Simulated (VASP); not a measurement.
# InSb (F-43m) in VASP: further runs

InSb is run at these levels: PBEsol; tasks: vibrations by perturbation theory.

Everything below comes from runs of VASP 6.6.1. Logs are shortened: lines on timing, memory, paths and dates and some standing lists are left out, and cuts for length are marked.

## Step 1: The cell of the first run

Symmetry: F-43m, No. 216, cubic system. Conventional cell: a = 6.520 Å, b = 6.520 Å, c = 6.520 Å, α = 90.00°, β = 90.00°, γ = 90.00°. In (site symmetry -43m) has 4 Sb at 2.82 Å within 3.7 Å. Sb (site symmetry -43m) has 4 In at 2.82 Å within 3.7 Å.

## Step 2: Vibrations by perturbation theory, PBEsol

INCAR

```
SYSTEM = InSb
ALGO = Normal
EDIFF = 1E-8
ENCUT = 520
GGA = PS
IBRION = 8
ISIF = 2
ISMEAR = -1
LASPH = .True.
LCHARG = .True.
LREAL = .False.
LWAVE = .False.
NELM = 60
NSW = 1
PREC = Accurate
SIGMA = 0.1
```

KPOINTS

```
k-points
0
Gamma
  10 10 10
  0 0 0
```

POSCAR

```
InSb
1.0
    0.0000000000      3.2601892505      3.2601892505
    3.2601892505      0.0000000000      3.2601892505
    3.2601892505      3.2601892505      0.0000000000
In Sb
1 1
Direct
    0.0000000000      0.0000000000      0.0000000000
    0.7500000000      0.7500000000      0.7500000000
```

Potentials or basis: VASP PAW PBE potentials, release 64 (In_d, Sb).

The run is started by

```sh
> cat potpaw_PBE.64/In_d/POTCAR potpaw_PBE.64/Sb/POTCAR > POTCAR
> mpirun -np 1 vasp_std > vasp.out
```

OUTCAR:

```text
SYSTEM = InSb
   EDIFF = 1E-8
   ENCUT = 520
   GGA = PS
   IBRION = 8
   ISIF = 2
   ISMEAR = -1
   LASPH = .True.
   LREAL = .False.
   NELM = 60
   NSW = 1
   PREC = Accurate

 ion  position               nearest neighbor table
   1  0.000  0.000  0.000-   2 2.82   2 2.82   2 2.82   2 2.82
   2  0.750  0.750  0.750-   1 2.82   1 2.82   1 2.82   1 2.82

  LATTYP: Found a face centered cubic cell.
 ALAT       =     6.5203785010

  Lattice vectors:

 A1 = (   0.0000000000,   3.2601892505,   3.2601892505)
 A2 = (   3.2601892505,   0.0000000000,   3.2601892505)
 A3 = (   3.2601892505,   3.2601892505,   0.0000000000)

Analysis of symmetry for initial positions (statically):
=====================================================================
 Subroutine PRICEL returns:
 Original cell was already a primitive cell.

 Routine SETGRP: Setting up the symmetry group for a
 face centered cubic supercell.

 Subroutine GETGRP returns: Found 24 space group operations
 (whereof 24 operations were pure point group operations)
 out of a pool of 48 trial point group operations.

The static configuration has the point symmetry T_d .

Analysis of symmetry for dynamics (positions and initial velocities):
=====================================================================
 Subroutine PRICEL returns:
 Original cell was already a primitive cell.

 Routine SETGRP: Setting up the symmetry group for a
 face centered cubic supercell.

 Subroutine GETGRP returns: Found 24 space group operations
 (whereof 24 operations were pure point group operations)
 out of a pool of 48 trial point group operations.

The dynamic configuration has the point symmetry T_d .

 Subroutine INISYM returns: Found 24 space group operations
 (whereof 24 operations are pure point group operations),
 and found     1 'primitive' translations

----------------------------------------------------------------------------------------

                                     Primitive cell

  volume of cell :      69.3040

  direct lattice vectors                    reciprocal lattice vectors
     0.000000000  3.260189250  3.260189250    -0.153365330  0.153365330  0.153365330
     3.260189250  0.000000000  3.260189250     0.153365330 -0.153365330  0.153365330
     3.260189250  3.260189250  0.000000000     0.153365330  0.153365330 -0.153365330

  length of vectors
     4.610603854  4.610603854  4.610603854     0.265636544  0.265636544  0.265636544

  position of ions in fractional coordinates (direct lattice)
     0.000000000  0.000000000  0.000000000
     0.750000000  0.750000000  0.750000000

  ion indices of the primitive-cell ions
   primitive index   ion index
                 1           1
                 2           2

----------------------------------------------------------------------------------------

 KPOINTS: k-points

Automatic generation of k-mesh.
 Grid dimensions read from file:
 generate k-points for:   10   10   10

 Generating k-lattice:

  Cartesian coordinates                     Fractional coordinates (reciprocal lattice)
    -0.015336533  0.015336533  0.015336533     0.100000000  0.000000000  0.000000000
     0.015336533 -0.015336533  0.015336533     0.000000000  0.100000000  0.000000000
     0.015336533  0.015336533 -0.015336533     0.000000000  0.000000000  0.100000000

  Length of vectors
     0.026563654  0.026563654  0.026563654
[... 83 lines left out ...]
   LEPSILON=     F    determine dielectric tensor
   LRPA    =     F    only Hartree local field effects (RPA)
 non-spin polarized calculation
  energy-cutoff  :      520.00
  volume of cell :       69.30
 maximum number of plane-waves:      1892
 NGX is ok and might be reduce to    36
   NGX = 17   NGY = 17   NGZ = 17

--------------------------------------- Ionic step        1  -------------------------------------------

 number of electron      17.9999994 magnetization

 Free energy of the ion-electron system (eV)
  ---------------------------------------------------
  ext. energy  EPLUGINS =         0.00000000
  ---------------------------------------------------
  free energy    TOTEN  =        -7.70045390 eV

  energy without entropy =       -7.69845651  energy(sigma->0) =       -7.69945521

 E-fermi :   4.9390     XC(G=0):  -8.7879

 val. band max:        4.7621608394   @ k =   0.0000   0.0000   0.0000
 cond. band min:       5.2012505700   @ k =   0.5000   0.0000   0.0000
 fundamental gap:      0.4390897306
 Fermi energy:         4.9390468518

 k-point     1 :       0.0000    0.0000    0.0000
  band No.  band energies     occupation
      1      -9.7375      2.00000
      2      -9.7375      2.00000
      3      -9.7375      2.00000
      4      -9.6562      2.00000
      5      -9.6562      2.00000
      6      -5.8668      2.00000
      7       4.3934      1.99150
      8       4.7622      1.70863
      9       4.7622      1.70863
     10       4.7622      1.70863
     11       7.6959      0.00000
     12       7.6959      0.00000
     13       7.6959      0.00000
[... 354 lines left out ...]
  band No.  band energies     occupation
      1      -9.7984      2.00000
      2      -9.7063      2.00000
      3      -9.7054      2.00000
      4      -9.6691      2.00000
      5      -9.6498      2.00000
      6      -4.5366      2.00000
      7      -0.1958      2.00000
      8       2.6460      2.00000
      9       2.8986      2.00000
     10       6.2263      0.00001
     11       6.9896      0.00000
     12      10.5054      0.00000
     13      11.0549      0.00000

 [... further k-points ...]

------------------------ aborting loop because EDIFF is reached ----------------------------------------

  FORCE on cell =-STRESS in cart. coord.  units (eV):
  Direction    XX          YY          ZZ          XY          YZ          ZX
  --------------------------------------------------------------------------------------
  -------------------------------------------------------------------------------------
  Total       -0.0004347     -0.0004347     -0.0004347      0.0000000      0.0000000     -0.0000000
  in kB       -0.0100495     -0.0100495     -0.0100495      0.0000000      0.0000000     -0.0000000
  external PRESSURE =      -0.0100495 kB  Pullay stress =       0.0000000 kB

 VOLUME and BASIS-vectors are now :
 -----------------------------------------------------------------------------
  energy-cutoff  :      520.00
  volume of cell :       69.30
      direct lattice vectors                 reciprocal lattice vectors
     0.000000000  3.260189250  3.260189250    -0.153365330  0.153365330  0.153365330
     3.260189250  0.000000000  3.260189250     0.153365330 -0.153365330  0.153365330
     3.260189250  3.260189250  0.000000000     0.153365330  0.153365330 -0.153365330

 POSITION                                       TOTAL-FORCE (eV/Angst)
 -----------------------------------------------------------------------------------
      0.00000      0.00000      0.00000        -0.000000     -0.000000     -0.000000
      4.89028      4.89028      4.89028         0.000000      0.000000      0.000000
 -----------------------------------------------------------------------------------
    total drift:                                0.000000      0.000000      0.000000

  FREE ENERGIE OF THE ION-ELECTRON SYSTEM (eV)
  ---------------------------------------------------
  free  energy   TOTEN  =        -7.7004539049 eV

  energy  without entropy=       -7.6984565118  energy(sigma->0) =       -7.69945521

[... ionic steps 2 to 3 ...]

--------------------------------------- Ionic step        4  -------------------------------------------

------------------------ aborting loop because EDIFF is reached ----------------------------------------

[... ionic steps 5 to 6 ...]

--------------------------------------- Ionic step        7  -------------------------------------------

 Free energy of the ion-electron system (eV)
  ---------------------------------------------------
  ---------------------------------------------------
  free energy    TOTEN  =        -0.02705492 eV

  energy without entropy =       -0.02705492

------------------------ aborting loop because EDIFF is reached ----------------------------------------

 INTERNAL STRAIN TENSOR  FOR ION    2  DIRECTION 1   (eV/Angst):
 -----------------------------------------------------------------------------
    -0.00381  0.00000  0.00000
     0.00000  0.00401  6.88593
     0.00000  6.88593  0.00401

 INTERNAL STRAIN TENSOR FOR ION    2 for displacements in x,y,z  (eV/Angst):
          X           Y           Z          XY          YZ          ZX
  --------------------------------------------------------------------------------
  x     0.00000     0.00000     0.00000     0.00000     6.88593     0.00000
  y     0.00000     0.00000     0.00000     0.00000     0.00000     6.88593
  z     0.00000     0.00000     0.00000     6.88593     0.00000     0.00000

 SECOND DERIVATIVES (NOT SYMMETRIZED)
 ------------------------------------
               1X          1Y          1Z          2X          2Y          2Z
  1X    -6.527509    0.000000    0.000000    6.527509    0.000000    0.000000
  1Y     0.000000   -6.527509    0.000000    0.000000    6.527509    0.000000
  1Z     0.000000    0.000000   -6.527509    0.000000    0.000000    6.527509
  2X     6.530975    0.000000    0.000000   -6.530975    0.000000    0.000000
  2Y     0.000000    6.530975    0.000000    0.000000   -6.530975    0.000000
  2Z     0.000000    0.000000    6.530975    0.000000    0.000000   -6.530975

 Eigenvectors and eigenvalues of the dynamical matrix
 ----------------------------------------------------

   1 f  =    5.196573 THz    32.651030 2PiTHz  173.339009 cm-1    21.491288 meV
             X         Y         Z           dx          dy          dz
      0.000000  0.000000  0.000000     0.000000    0.000000    0.717296
      4.890284  4.890284  4.890284     0.000000   -0.000000   -0.696768
[... 21 lines left out ...]
   6 f/i=    0.000689 THz     0.004332 2PiTHz    0.022996 cm-1     0.002851 meV
             X         Y         Z           dx          dy          dz
      0.000000  0.000000  0.000000    -0.018827   -0.228273    0.658045
      4.890284  4.890284  4.890284    -0.019382   -0.234998    0.677432

--------------------------------------------------------------------------------------------------------

 ELASTIC MODULI CONTR FROM IONIC RELAXATION (kBar)
 Direction    XX          YY          ZZ          XY          YZ          ZX
 --------------------------------------------------------------------------------
 XX          -0.0000     -0.0000     -0.0000     -0.0000      0.0000      0.0000
 YY          -0.0000     -0.0000     -0.0000     -0.0000     -0.0000      0.0000
 ZZ          -0.0000     -0.0000     -0.0000      0.0000     -0.0000      0.0000
 XY          -0.0000     -0.0000      0.0000   -169.1410      0.0000      0.0000
 YZ           0.0000     -0.0000     -0.0000      0.0000   -169.1410      0.0000
 ZX           0.0000      0.0000      0.0000      0.0000      0.0000   -169.1410
 --------------------------------------------------------------------------------
```

It took 4.9 min on 1 thread of Intel Xeon Platinum 8559C (Emerald Rapids), shared host; peak memory 0.5 GiB.

What came out:

| Item | Value |
| --- | --- |
| Highest phonon frequency at Γ, LO-TO splitting left out | 173 cm⁻¹ |

Phonon frequencies in cm⁻¹ (negative: imaginary):
| q point | frequencies |
| --- | --- |
| (0.000, 0.000, 0.000) | 0 0 0 173 173 173 |

Caveat: the PAW data sets were made with another functional, which shifts forces and pressure a little; spin-orbit coupling is left out, which moves the levels of the heavy elements.

## Step 3: Vibrations by perturbation theory, PBEsol

INCAR

```
PREC = Accurate
ENCUT = 520
EDIFF = 1E-8
ISMEAR = -1
SIGMA = 0.1
LREAL = F
LASPH = T
NELM = 60
ALGO = Normal
ISIF = 2
LWAVE = F
LCHARG = F
GGA = PS
NBANDS = 16
IBRION = 8
NSW = 1
```

KPOINTS

```
regular mesh
0
Gamma
  10 10 10
```

POSCAR is that of step 2.

Potentials or basis: VASP PAW PBE potentials, release 64 (In_d, Sb).

The run is started by

```sh
> cat potpaw_PBE.64/In_d/POTCAR potpaw_PBE.64/Sb/POTCAR > POTCAR
> mpirun -np 1 vasp_std > vasp.out
```

OUTCAR:

```text
PREC = Accurate
   ENCUT = 520
   EDIFF = 1E-8
   ISMEAR = -1
   LREAL = F
   LASPH = T
   NELM = 60
   ISIF = 2
   GGA = PS
   IBRION = 8
   NSW = 1

 ion  position               nearest neighbor table
   1  0.000  0.000  0.000-   2 2.82   2 2.82   2 2.82   2 2.82
   2  0.750  0.750  0.750-   1 2.82   1 2.82   1 2.82   1 2.82

  LATTYP: Found a face centered cubic cell.
 ALAT       =     6.5203785010

  Lattice vectors:

 A1 = (   0.0000000000,   3.2601892505,   3.2601892505)
 A2 = (   3.2601892505,   0.0000000000,   3.2601892505)
 A3 = (   3.2601892505,   3.2601892505,   0.0000000000)

Analysis of symmetry for initial positions (statically):
=====================================================================
 Subroutine PRICEL returns:
 Original cell was already a primitive cell.

 Routine SETGRP: Setting up the symmetry group for a
 face centered cubic supercell.

 Subroutine GETGRP returns: Found 24 space group operations
 (whereof 24 operations were pure point group operations)
 out of a pool of 48 trial point group operations.

The static configuration has the point symmetry T_d .

Analysis of symmetry for dynamics (positions and initial velocities):
=====================================================================
 Subroutine PRICEL returns:
 Original cell was already a primitive cell.

 Routine SETGRP: Setting up the symmetry group for a
 face centered cubic supercell.

 Subroutine GETGRP returns: Found 24 space group operations
 (whereof 24 operations were pure point group operations)
 out of a pool of 48 trial point group operations.
[... 639 lines left out ...]
 -----------------------------------------------------------------------------------
    total drift:                                0.000000      0.000000      0.000000

  FREE ENERGIE OF THE ION-ELECTRON SYSTEM (eV)
  ---------------------------------------------------
  free  energy   TOTEN  =        -7.7004539094 eV

  energy  without entropy=       -7.6984566001  energy(sigma->0) =       -7.69945525

[... ionic steps 2 to 3 ...]

--------------------------------------- Ionic step        4  -------------------------------------------

------------------------ aborting loop because EDIFF is reached ----------------------------------------

[... ionic steps 5 to 6 ...]

--------------------------------------- Ionic step        7  -------------------------------------------

 Free energy of the ion-electron system (eV)
  ---------------------------------------------------
  ---------------------------------------------------
  free energy    TOTEN  =        -0.02705493 eV

  energy without entropy =       -0.02705493

------------------------ aborting loop because EDIFF is reached ----------------------------------------

 INTERNAL STRAIN TENSOR  FOR ION    2  DIRECTION 1   (eV/Angst):
 -----------------------------------------------------------------------------
    -0.00382  0.00000  0.00000
     0.00000  0.00383  6.88575
     0.00000  6.88575  0.00383

 INTERNAL STRAIN TENSOR FOR ION    2 for displacements in x,y,z  (eV/Angst):
          X           Y           Z          XY          YZ          ZX
  --------------------------------------------------------------------------------
  x     0.00000     0.00000     0.00000     0.00000     6.88575     0.00000
  y     0.00000     0.00000     0.00000     0.00000     0.00000     6.88575
  z     0.00000     0.00000     0.00000     6.88575     0.00000     0.00000

 SECOND DERIVATIVES (NOT SYMMETRIZED)
 ------------------------------------
               1X          1Y          1Z          2X          2Y          2Z
  1X    -6.527176    0.000000    0.000000    6.527176    0.000000    0.000000
  1Y     0.000000   -6.527176    0.000000    0.000000    6.527176    0.000000
  1Z     0.000000    0.000000   -6.527176    0.000000    0.000000    6.527176
  2X     6.530349    0.000000    0.000000   -6.530349    0.000000    0.000000
  2Y     0.000000    6.530349    0.000000    0.000000   -6.530349    0.000000
  2Z     0.000000    0.000000    6.530349    0.000000    0.000000   -6.530349

 Eigenvectors and eigenvalues of the dynamical matrix
 ----------------------------------------------------

   1 f  =    5.196384 THz    32.649841 2PiTHz  173.332696 cm-1    21.490506 meV
             X         Y         Z           dx          dy          dz
      0.000000  0.000000  0.000000    -0.507211   -0.507211   -0.000000
      4.890284  4.890284  4.890284     0.492684    0.492684    0.000000
[... 21 lines left out ...]
   6 f/i=    0.000631 THz     0.003964 2PiTHz    0.021046 cm-1     0.002609 meV
             X         Y         Z           dx          dy          dz
      0.000000  0.000000  0.000000    -0.482636   -0.501289    0.035298
      4.890284  4.890284  4.890284    -0.496867   -0.516070    0.036339

--------------------------------------------------------------------------------------------------------

 ELASTIC MODULI CONTR FROM IONIC RELAXATION (kBar)
 Direction    XX          YY          ZZ          XY          YZ          ZX
 --------------------------------------------------------------------------------
 XX          -0.0000     -0.0000      0.0000     -0.0000      0.0000      0.0000
 YY          -0.0000     -0.0000     -0.0000     -0.0000     -0.0000      0.0000
 ZZ           0.0000     -0.0000     -0.0000      0.0000     -0.0000      0.0000
 XY          -0.0000     -0.0000      0.0000   -169.1397      0.0000      0.0000
 YZ           0.0000     -0.0000     -0.0000      0.0000   -169.1397     -0.0000
 ZX           0.0000      0.0000      0.0000      0.0000     -0.0000   -169.1397
 --------------------------------------------------------------------------------
```

Wall time 4.7 min (1 thread of Intel Xeon Platinum 8559C (Emerald Rapids), shared host); peak memory 0.55 GiB.

What came out:

| Property | Result |
| --- | --- |
| Highest phonon frequency at Γ, LO-TO splitting left out | 173 cm⁻¹ |

Phonon frequencies in cm⁻¹ (negative: imaginary):
| q point | frequencies |
| --- | --- |
| (0.000, 0.000, 0.000) | 0 0 0 173 173 173 |

Caveat: the PAW data sets were made with another functional, which shifts forces and pressure a little; spin-orbit coupling is left out, which moves the levels of the heavy elements.

(Continued in part 2 of 2.)
